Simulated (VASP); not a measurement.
Runs of VASP 6.6.1 on Si2Mo. The structure is that of space group P6_222 (No. 180), or close to it. The cells are those of the table. 

```csv
task,level,potentials or basis,U,cell,k mesh,cutoff (eV),gap on the mesh (eV),pressure (GPa),relaxed volume (Å³/atom),largest force (eV/Å)
relaxation of cell and atoms,PBEsol+U,"VASP PAW PBE potentials, release 64 (Mo_sv, Si)",Mo d U = 6.0 eV,"relaxed from a = 4.585, b = 4.585, c = 6.580 Å, angles 90.0, 90.0, 120.0°, 9 atoms",5 × 5 × 3,600,1.07,0.0,13.48,-
relaxation of cell and atoms,BLYP,"VASP PAW PBE potentials, release 64 (Mo_sv, Si)",-,"relaxed from a = 4.585, b = 4.585, c = 6.580 Å, angles 90.0, 90.0, 120.0°, 9 atoms",5 × 5 × 3,600,0.56,0.0,14.25,-
single point,PBEsol+D3(BJ),"VASP PAW PBE potentials, release 64 (Mo_sv, Si)",-,"a = 4.585, b = 4.585, c = 6.580 Å, angles 90.0, 90.0, 120.0°, 9 atoms",7 × 7 × 4,520,0.26,-7.6,-,0.04
single point,LDA,"VASP PAW LDA potentials, release 64 (Mo_sv, Si)",-,"a = 4.551, b = 4.551, c = 6.531 Å, angles 90.0, 90.0, 120.0°, 9 atoms",7 × 7 × 4,520,0.24,0.7,-,0.01
single point,PBEsol+D3(BJ),"VASP PAW PBE potentials, release 64 (Mo_sv, Si)",-,"a = 4.536, b = 4.536, c = 6.520 Å, angles 90.0, 90.0, 120.0°, 9 atoms",7 × 7 × 4,520,0.25,-0.9,-,0.01
relaxation of cell and atoms,PBEsol,"VASP PAW PBE potentials, release 64 (Mo_sv, Si)",-,"relaxed from a = 4.585, b = 4.585, c = 6.580 Å, angles 90.0, 90.0, 120.0°, 9 atoms",5 × 5 × 3,600,0.61,0.0,13.24,0.01
single point,RPBE,"VASP PAW PBE potentials, release 64 (Mo_sv, Si)",-,"a = 4.634, b = 4.634, c = 6.635 Å, angles 90.0, 90.0, 120.0°, 9 atoms",7 × 7 × 4,520,0.28,-0.2,-,0.01
single point,PBEsol+U,"VASP PAW PBE potentials, release 64 (Mo_sv, Si)",Mo d U = 5.0 eV,"a = 4.568, b = 4.568, c = 6.548 Å, angles 90.0, 90.0, 120.0°, 9 atoms",5 × 5 × 3,520,1.08,4.8,-,(b)
single point,PBEsol+U,"VASP PAW PBE potentials, release 64 (Mo_sv, Si)",Mo d U = 6.0 eV,"a = 4.567, b = 4.567, c = 6.546 Å, angles 90.0, 90.0, 120.0°, 9 atoms",5 × 5 × 3,520,1.13,5.6,-,(a)
relaxation of cell and atoms,RPBE+D3(BJ),"VASP PAW PBE potentials, release 64 (Mo_sv, Si)",-,"relaxed from a = 4.585, b = 4.585, c = 6.580 Å, angles 90.0, 90.0, 120.0°, 9 atoms",7 × 7 × 4,600,0.24,0.0,11.62,0.01
single point,r2SCAN,"VASP PAW PBE potentials, release 64 (Mo_sv, Si)",-,"a = 4.584, b = 4.584, c = 6.576 Å, angles 90.0, 90.0, 120.0°, 9 atoms",7 × 7 × 4,520,0.37,0.4,-,0.01
single point,BLYP,"VASP PAW PBE potentials, release 64 (Mo_sv, Si)",-,"a = 4.701, b = 4.701, c = 6.671 Å, angles 90.0, 90.0, 120.0°, 9 atoms",5 × 5 × 3,520,0.56,0.8,-,-
```

Alike in all rows: no spin polarisation; smearing fermi-dirac 0.05 eV.

Task: Fill in the values left out.

Result: (a) 0.07; (b) 0.06.

Caveats: the PAW data sets were made with another functional, which shifts forces and pressure a little (some runs); the U is typed as a test and isn't derived for this compound (some runs); three body term missing (some runs).

A k mesh can miss the band edges, and the runs leave out spin-orbit coupling on Mo.
